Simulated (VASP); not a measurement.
Crystal: BeS.

```
Be S
1.0
     0.00000    2.31730    2.31730
     2.31730    0.00000    2.31730
     2.31730    2.31730    0.00000
Be S
1 1
Cartesian
  0.0000 0.0000 0.0000
  2.3173 2.3173 2.3173
```

Program: VASP 6.6.1. Alike in all runs: task single point; potentials or basis VASP PAW PBE potentials, release 64 (Be, S); no spin polarisation; cell as given; k mesh 4 × 4 × 4; cutoff (eV) 520; smearing gaussian 0.01 eV.

Problem. Order these runs on this cell by their pressure, lowest first.
A. level PBE-based screened hybrid with 75 % exact exchange; share of exact exchange 0.75; screening parameter 0.2078 1/Å
B. level PBE-based screened hybrid with 20 % exact exchange; share of exact exchange 0.2; screening parameter 0.5 1/Å
C. level PBE-based screened hybrid with 75 % exact exchange; share of exact exchange 0.75; screening parameter 0.5 1/Å

Solution. A (-3.8 GPa), C (-2.2 GPa), B (0.1 GPa).

Caveats: all runs use coarse meshes; the PAW data sets were made with another functional, which shifts forces and pressure a little.
